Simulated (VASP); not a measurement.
A run of VASP 6.6.1:

Contents of INCAR:

```
SYSTEM = TiZn3
  ALGO = Normal
  EDIFF = 1E-6
  ENCUT = 520
  GGA = CA
  ISIF = 2
  ISMEAR = -1
  LASPH = .True.
  LCHARG = .False.
  LREAL = .False.
  LWAVE = .False.
  NBANDS = 32
  NELM = 100
  PREC = Accurate
  SIGMA = 0.05
```

File KPOINTS:

```
k-points
0
Gamma
  9 9 9
  0 0 0
```

Contents of POSCAR:

```
TiZn3
1.0
    3.9322000000     -0.0196610000     -0.0196610000
   -0.0196610000      3.9322000000     -0.0196610000
   -0.0196610000     -0.0196610000      3.9322000000
Ti Zn
1 3
Direct
    0.0000000000      0.0000000000      0.0000000000
    0.0000000000      0.5000000000      0.5000000000
    0.5000000000      0.0000000000      0.5000000000
    0.5000000000      0.5000000000      0.0000000000
```

Potentials or basis: VASP PAW LDA potentials, release 64 (Ti_sv, Zn).

Command:

```sh
$ cat potpaw_LDA.64/Ti_sv/POTCAR potpaw_LDA.64/Zn/POTCAR > POTCAR
$ mpirun -np 1 vasp_std > vasp.out
```

Hardware: 1 thread of Oxide Virtual Turin-like Processor, with other jobs on the host.

Question: Estimate the wall time of this run.

Answer: It took 3.5 min on 1 thread of Oxide Virtual Turin-like Processor (shared host), peak memory 0.22 GiB. Counts: scf iterations 15, k points 85.
